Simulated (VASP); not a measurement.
# Os (Fm-3m) in VASP: a series of runs

The runs below take Os through single point, relaxation of cell and atoms, with PBE.

All numbers are computed with VASP 6.6.1; they aren't measurements. Logs are shortened: lines on timing, memory, paths and dates and some standing lists are left out, and cuts for length are marked.

**1. The cell of the first run**

It takes space group Fm-3m (No. 225, cubic). Conventional cell: a = 3.908 Å, b = 3.908 Å, c = 3.908 Å, α = 90.00°, β = 90.00°, γ = 90.00°. Os (site symmetry m-3m) has 12 Os at 2.76 Å within 3.6 Å.

**2. Single point, PBE (volume scaled by 1.04)**

Input file INCAR:

```
PREC = Accurate
ENCUT = 520
EDIFF = 1E-6
ISMEAR = -1
SIGMA = 0.1
LREAL = False
LASPH = True
NELM = 80
ALGO = Normal
ISIF = 2
LWAVE = False
LCHARG = True
GGA = PE
LELF = True
LVHAR = True
NBANDS = 10
```

Input file KPOINTS:

```
regular mesh
0
Gamma
  16 16 16
```

Input file POSCAR:

```
Os
1.0
    0.0000000000      1.9540883346      1.9540883346
    1.9540883346      0.0000000000      1.9540883346
    1.9540883346      1.9540883346      0.0000000000
Os
1
Direct
    0.0000000000      0.0000000000      0.0000000000
```

Potentials or basis: VASP PAW PBE potentials, release 64 (Os).

Started as:

```
$ cat potpaw_PBE.64/Os/POTCAR > POTCAR
$ mpirun -np 1 vasp_std > vasp.out
```

OUTCAR:

```text
PREC = Accurate
   ENCUT = 520
   EDIFF = 1E-6
   ISMEAR = -1
   LREAL = False
   LASPH = True
   NELM = 80
   ISIF = 2
   GGA = PE

 ion  position               nearest neighbor table
   1  0.000  0.000  0.000-

  LATTYP: Found a face centered cubic cell.
 ALAT       =     3.9081766692

  Lattice vectors:

 A1 = (   0.0000000000,   1.9540883346,   1.9540883346)
 A2 = (   1.9540883346,   0.0000000000,   1.9540883346)
 A3 = (   1.9540883346,   1.9540883346,   0.0000000000)

Analysis of symmetry for initial positions (statically):
=====================================================================
 Subroutine PRICEL returns:
 Original cell was already a primitive cell.

 Routine SETGRP: Setting up the symmetry group for a
 face centered cubic supercell.

 Subroutine GETGRP returns: Found 48 space group operations
 (whereof 48 operations were pure point group operations)
 out of a pool of 48 trial point group operations.

The static configuration has the point symmetry O_h .

Analysis of symmetry for dynamics (positions and initial velocities):
=====================================================================
 Subroutine PRICEL returns:
 Original cell was already a primitive cell.

 Routine SETGRP: Setting up the symmetry group for a
 face centered cubic supercell.

 Subroutine GETGRP returns: Found 48 space group operations
 (whereof 48 operations were pure point group operations)
 out of a pool of 48 trial point group operations.

The dynamic configuration has the point symmetry O_h .

 Subroutine INISYM returns: Found 48 space group operations
 (whereof 48 operations are pure point group operations),
 and found     1 'primitive' translations

----------------------------------------------------------------------------------------

                                     Primitive cell

  volume of cell :      14.9232

  direct lattice vectors                    reciprocal lattice vectors
     0.000000000  1.954088335  1.954088335    -0.255873796  0.255873796  0.255873796
     1.954088335  0.000000000  1.954088335     0.255873796 -0.255873796  0.255873796
     1.954088335  1.954088335  0.000000000     0.255873796  0.255873796 -0.255873796

  length of vectors
     2.763498225  2.763498225  2.763498225     0.443186415  0.443186415  0.443186415

  position of ions in fractional coordinates (direct lattice)
[... 73 lines left out ...]
   LSORBIT =      F    spin-orbit coupling
   LASPH  =      T    aspherical Exc in radial PAW
   ENCUT  =  520.0 eV  38.22 Ry    6.18 a.u.   5.14  5.14  5.14*2*pi/ulx,y,z
   NELM   =     80;   NELMIN=  2; NELMDL= -5     # of ELM steps
   EDIFF  = 0.1E-05   stopping-criterion for ELM
   LREAL  =      F    real-space projection
   EDIFFG = 0.1E-04   stopping-criterion for IOM
   NSW    =      0    number of steps for IOM
   IBRION =     -1    ionic relax: 0-MD 1-quasi-New 2-CG
   NFREE  =      0    steps in history (QN), initial steepest desc. (CG)
   ISIF   =      2    stress and relaxation
   ISYM   =      2    0-nonsym 1-usesym 2-fastsym
   POTIM  = 0.5000    time-step for ionic-motion
   TEBEG  =    0.0;   TEEND  =   0.0 temperature during run
   PSTRESS=    0.0 pullay stress
   NELECT =       8.0000    total number of electrons
   NUPDOWN=      -1.0000    fix difference up-down
   EMIN   =  10.00;   EMAX   =-10.00  energy-range for DOS
   EFERMI =   0.00;   METHOD = LEGACY
   ISMEAR =    -1;   SIGMA  =   0.10  broadening in eV -4-tet -1-fermi 0-gaus
   EFERMI_NEDOS =   21; number of points for ismear=-14 and -15
   IALGO  =     38    algorithm
   IMIX   =      4    mixing-type and parameters
     AMIX     =   0.40;   BMIX     =  1.00
     AMIX_MAG =   1.60;   BMIX_MAG =  1.00
  volume/ion in A,a.u.               =      14.92       100.71
  Fermi-wavevector in a.u.,A,eV,Ry     =   1.329895  2.513137 24.063540  1.768620
  Thomas-Fermi vector in A             =   2.459023
   LORBIT       =      0    0 simple, 1 ext, 2 COOP (PROOUT), +10 PAW based schemes
   GGA     = PE    functional components
   LHFCALC =     F    Hartree Fock is set to
   AEXX    =    0.0000 exact exchange contribution
   IVDW    =     0    specifies the selected vdW correction
   LEPSILON=     F    determine dielectric tensor
   LRPA    =     F    only Hartree local field effects (RPA)
 non-spin polarized calculation
  energy-cutoff  :      520.00
  volume of cell :       14.92
 maximum number of plane-waves:       415
 NGX is ok and might be reduce to    24
   NGX = 11   NGY = 11   NGZ = 11

 number of electron       8.0000000 magnetization

 Free energy of the ion-electron system (eV)
  ---------------------------------------------------
  ext. energy  EPLUGINS =         0.00000000
  ---------------------------------------------------
  free energy    TOTEN  =       -11.09682748 eV

  energy without entropy =      -11.06776779  energy(sigma->0) =      -11.08229763

 E-fermi :   8.4387     XC(G=0): -13.6849

 val. band max:        8.4319024122   @ k =   0.4375   0.3125   0.1250
 cond. band min:       8.4523240531   @ k =  -0.0625   0.0625   0.0000
 fundamental gap:      0.0204216409
 Fermi energy:         8.4386566865

 k-point     1 :       0.0000    0.0000    0.0000
  band No.  band energies     occupation
      1      -1.8484      2.00000
      2       5.6699      2.00000
      3       5.6699      2.00000
      4       5.6699      2.00000
      5       8.4294      1.04635
      6       8.4294      1.04635
      7      22.6803      0.00000
      8      28.1252      0.00000
      9      28.1252      0.00000
     10      28.1252      0.00000
[... 287 lines left out ...]
 k-point    24 :      -0.0625    0.0625    0.0000
  band No.  band energies     occupation
      1      -1.3999      2.00000
      2       5.3916      2.00000
      3       5.8538      2.00000
      4       5.9036      2.00000
      5       8.1543      1.88995
      6       8.4523      0.93177
      7      23.4855      0.00000
      8      26.4447      0.00000
      9      28.3355      0.00000
     10      29.1708      0.00000

 [... further k-points ...]
[... 5 lines left out ...]
  --------------------------------------------------------------------------------------
  -------------------------------------------------------------------------------------
  Total       -1.3423777     -1.3423777     -1.3423777      0.0000000      0.0000000      0.0000000
  in kB     -144.1194977   -144.1194977   -144.1194977      0.0000000      0.0000000      0.0000000
  external PRESSURE =    -144.1194977 kB  Pullay stress =       0.0000000 kB

 VOLUME and BASIS-vectors are now :
 -----------------------------------------------------------------------------
  energy-cutoff  :      520.00
  volume of cell :       14.92
      direct lattice vectors                 reciprocal lattice vectors
     0.000000000  1.954088335  1.954088335    -0.255873796  0.255873796  0.255873796
     1.954088335  0.000000000  1.954088335     0.255873796 -0.255873796  0.255873796
     1.954088335  1.954088335  0.000000000     0.255873796  0.255873796 -0.255873796

 POSITION                                       TOTAL-FORCE (eV/Angst)
 -----------------------------------------------------------------------------------
      0.00000      0.00000      0.00000         0.000000      0.000000      0.000000
 -----------------------------------------------------------------------------------
    total drift:                               -0.000000      0.000000     -0.000000

  FREE ENERGIE OF THE ION-ELECTRON SYSTEM (eV)
  ---------------------------------------------------
  free  energy   TOTEN  =       -11.0968274762 eV

  energy  without entropy=      -11.0677677855  energy(sigma->0) =      -11.08229763
```

Run time: 15 s. Hardware: 1 thread of Intel Xeon Platinum 8488C (Sapphire Rapids), shared host; peak memory 0.15 GiB.

Results:

```yaml
Free_energy: -11.0968 eV
Pressure: -14.4 GPa
Band_gap_on_the_k_mesh: zero (band 4 reaches 10.63 eV, above the bottom of band 5 at 6.89 eV)
```

Caveat: the cell differs from its parent crystal (volume scaled by 1.04); spin-orbit coupling is left out, which moves the levels of the heavy elements.

**3. Single point, PBE (volume scaled by 1.08)**

Input file INCAR:

```
SYSTEM = Os
PREC = Accurate ; ENCUT = 520
EDIFF = 1E-6 ; ISMEAR = -1
SIGMA = 0.1 ; LREAL = .FALSE.
LASPH = .TRUE. ; NELM = 80
ALGO = Normal ; ISIF = 2
LWAVE = .FALSE. ; LCHARG = .FALSE.
GGA = PE ; NBANDS = 10
```

Input file KPOINTS:

```
regular mesh
0
G
  16 16 16
  0 0 0
```

Input file POSCAR:

```
Os
1.0
    0.0000000000      1.9788262562      1.9788262562
    1.9788262562      0.0000000000      1.9788262562
    1.9788262562      1.9788262562      0.0000000000
Os
1
Direct
    0.0000000000      0.0000000000      0.0000000000
```

Potentials or basis: VASP PAW PBE potentials, release 64 (Os).

Started as:

```
$ cat potpaw_PBE.64/Os/POTCAR > POTCAR
$ mpirun -np 1 vasp_std > vasp.out
```

It took 13 s on 1 thread of Intel Xeon Platinum 8488C (Sapphire Rapids), shared host; peak memory 0.16 GiB.

The run converged. Its results:

```yaml
Free_energy: -11.0251 eV
Pressure: -25.5 GPa
Band_gap_on_the_k_mesh: zero (band 4 reaches 10.04 eV, above the bottom of band 5 at 6.46 eV)
```

Levels at points of the mesh, in eV from the Fermi level:
```tsv
k point	band 1	band 2	band 3	band 4	band 5	band 6	band 7	band 8	band 9
(0.00, 0.00, 0.00)	-9.95	-2.62	-2.62	-2.62	-0.02	-0.02	14.25	19.48	19.48
(0.50, 0.00, 0.00)	-6.84	-2.74	-2.74	-0.19	2.03	2.03	7.73	13.77	19.31
(0.50, 0.50, 0.00)	-6.62	-5.98	1.99	2.13	2.61	2.61	10.65	11.60	11.60
```

Caveat: the cell differs from its parent crystal (volume scaled by 1.08); spin-orbit coupling is left out, which moves the levels of the heavy elements.

**4. Single point, PBE (volume scaled by 1.12)**

Input file INCAR:

```
SYSTEM = Os
  PREC = Accurate
  ENCUT = 520
  EDIFF = 1E-6
  ISMEAR = -1
  SIGMA = 0.1
  LREAL = .False.
  LASPH = .True.
  NELM = 60
  ALGO = Normal
  ISIF = 2
  LWAVE = .False.
  LCHARG = .False.
  GGA = PE
  NBANDS = 10
```

Input file KPOINTS:

```
regular mesh
0
Gamma
  16 16 16
  0 0 0
```

Input file POSCAR:

```
Os
1.0
    0.0000000000      2.0029606622      2.0029606622
    2.0029606622      0.0000000000      2.0029606622
    2.0029606622      2.0029606622      0.0000000000
Os
1
Direct
    0.0000000000      0.0000000000      0.0000000000
```

Potentials or basis: VASP PAW PBE potentials, release 64 (Os).

Started as:

```
$ cat potpaw_PBE.64/Os/POTCAR > POTCAR
$ mpirun -np 1 vasp_std > vasp.out
```

OUTCAR:

```text
SYSTEM = Os
   PREC = Accurate
   ENCUT = 520
   EDIFF = 1E-6
   ISMEAR = -1
   LREAL = .False.
   LASPH = .True.
   NELM = 60
   ISIF = 2
   GGA = PE

 ion  position               nearest neighbor table
   1  0.000  0.000  0.000-

  LATTYP: Found a face centered cubic cell.
 ALAT       =     4.0059213244

  Lattice vectors:

 A1 = (   0.0000000000,   2.0029606622,   2.0029606622)
 A2 = (   2.0029606622,   0.0000000000,   2.0029606622)
 A3 = (   2.0029606622,   2.0029606622,   0.0000000000)

Analysis of symmetry for initial positions (statically):
[... 483 lines left out ...]
      5       7.1503      1.86300
      6       7.4110      1.00139
      7      22.3805      0.00000
      8      25.0543      0.00000
      9      26.8192      0.00000
     10      27.6403      0.00000

 [... further k-points ...]
[... 5 lines left out ...]
  --------------------------------------------------------------------------------------
  -------------------------------------------------------------------------------------
  Total       -3.4203648     -3.4203648     -3.4203648      0.0000000      0.0000000      0.0000000
  in kB     -340.9853814   -340.9853814   -340.9853814      0.0000000      0.0000000      0.0000000
  external PRESSURE =    -340.9853814 kB  Pullay stress =       0.0000000 kB

 VOLUME and BASIS-vectors are now :
 -----------------------------------------------------------------------------
  energy-cutoff  :      520.00
  volume of cell :       16.07
      direct lattice vectors                 reciprocal lattice vectors
     0.000000000  2.002960662  2.002960662    -0.249630464  0.249630464  0.249630464
     2.002960662  0.000000000  2.002960662     0.249630464 -0.249630464  0.249630464
     2.002960662  2.002960662  0.000000000     0.249630464  0.249630464 -0.249630464

 POSITION                                       TOTAL-FORCE (eV/Angst)
 -----------------------------------------------------------------------------------
      0.00000      0.00000      0.00000        -0.000000      0.000000      0.000000
 -----------------------------------------------------------------------------------
    total drift:                               -0.000000      0.000000     -0.000000

  FREE ENERGIE OF THE ION-ELECTRON SYSTEM (eV)
  ---------------------------------------------------
  free  energy   TOTEN  =       -10.9183316825 eV

  energy  without entropy=      -10.8851706087  energy(sigma->0) =      -10.90175115
```

stdout:

```text
POSCAR found type information on POSCAR Os
 POSCAR found :  1 types and       1 ions
 scaLAPACK will be used
 LDA part: xc-table for (Slater+PW92), standard interpolation
 POSCAR, INCAR and KPOINTS ok, starting setup
 FFT: planning ... GRIDC
 FFT: planning ... GRID_SOFT
 FFT: planning ... GRID
 WAVECAR not read
 entering main loop
```

Wall time 14 s (1 thread of Intel Xeon Platinum 8488C (Sapphire Rapids), shared host); peak memory 0.16 GiB.

Results:

| Item | Value |
| --- | --- |
| Free energy | -10.9183 eV |
| Pressure | -34.1 GPa |
| Band gap on the k mesh | zero (band 4 reaches 9.50 eV, above the bottom of band 5 at 6.05 eV) |

Caveat: the cell differs from its parent crystal (volume scaled by 1.12); spin-orbit coupling is left out, which moves the levels of the heavy elements.

**5. Relaxation of cell and atoms, PBE**

This run uses another cell than the first one, of 13.99 Å³/atom, 0.938 times its volume.

Input file INCAR:

```
SYSTEM = Os
ALGO = Normal
EDIFF = 1E-6
EDIFFG = -0.01
ENCUT = 600
GGA = PE
IBRION = 2
ISIF = 3
ISMEAR = -1
LASPH = .True.
LCHARG = .False.
LREAL = .False.
LWAVE = .False.
NELM = 80
NSW = 80
PREC = Accurate
SIGMA = 0.1
```

Input file KPOINTS:

```
k-points
0
Gamma
  14 14 14
  0 0 0
```

Input file POSCAR:

```
Os
1.0
    0.0000000000      1.9125401025      1.9125401025
    1.9125401025      0.0000000000      1.9125401025
    1.9125401025      1.9125401025      0.0000000000
Os
1
Direct
    0.0000000000      0.0000000000      0.0000000000
```

Started as:

```
$ cat potpaw_PBE.64/Os/POTCAR > POTCAR
$ mpirun -np 1 vasp_std > vasp.out
```

Wall time 25 s (1 thread of Intel Xeon Platinum 8488C (Sapphire Rapids), shared host); peak memory 0.16 GiB.

Results (log left out):

- Free energy: -11.1220 eV
- Relaxed volume: 14.35 Å³/atom
- Relaxed cell: a = 2.728 Å, b = 2.728 Å, c = 2.728 Å, α = 60.00°, β = 60.00°, γ = 60.00°
- Space group after relaxing (to 0.05 Å): Fm-3m (No. 225)
- Energy gained by relaxing: 11.5 meV/atom
- Ionic steps: 4
- Pressure after relaxing: 0.0 GPa
- Band gap on the k mesh: zero (band 4 reaches 11.29 eV, above the bottom of band 5 at 7.68 eV)

Step by step:
```
step  energy change (eV)  largest force (eV/Å)  pressure (GPa)  volume (Å³)
   1              0.0000                0.0000           10.66        13.99
   2              0.1708                0.0000          -32.48        15.96
   3             -0.0115                0.0000           -0.50        14.37
   4             -0.0115                0.0000           -0.02        14.35
```

Final structure:
```
Os
1.0
     0.00000    1.92870    1.92870
     1.92870    0.00000    1.92870
     1.92870    1.92870    0.00000
Os
1
Cartesian
  0.0000 0.0000 0.0000
```

Levels at points of the mesh, in eV from the Fermi level:
```
           k point  band 1  band 2  band 3  band 4  band 5  band 6  band 7  band 8
(0.00, 0.00, 0.00)  -10.57   -2.86   -2.86   -2.86    0.07    0.07   14.30   19.97
(0.50, 0.00, 0.00)   -7.44   -3.01   -3.01   -0.18    2.40    2.40    8.73   13.83
(0.50, 0.50, 0.00)   -7.31   -6.61    2.34    2.35    3.06    3.06   11.93   12.15
```

Caveat: spin-orbit coupling is left out, which moves the levels of the heavy elements.

**6. Summary**

```csv
task,cell,k mesh,cutoff (eV),gap on the mesh (eV),pressure (GPa)
single point,"a = 2.763 Å, angles 60.0°, 1 atom",16 × 16 × 16,520,none,-14.4
single point,"a = 2.798 Å, angles 60.0°, 1 atom",16 × 16 × 16,520,none,-25.5
single point,"a = 2.833 Å, angles 60.0°, 1 atom",16 × 16 × 16,520,none,-34.1
relaxation of cell and atoms,"relaxed from a = 2.705 Å, angles 60.0°, 1 atom",14 × 14 × 14,600,none,0.0
```

Alike in all rows: level PBE; potentials or basis VASP PAW PBE potentials, release 64 (Os); no spin polarisation; smearing fermi-dirac 0.1 eV.

Caveats: spin-orbit coupling is left out, which moves the levels of the heavy elements.

Absolute energies hang on the potentials; compare differences alone.
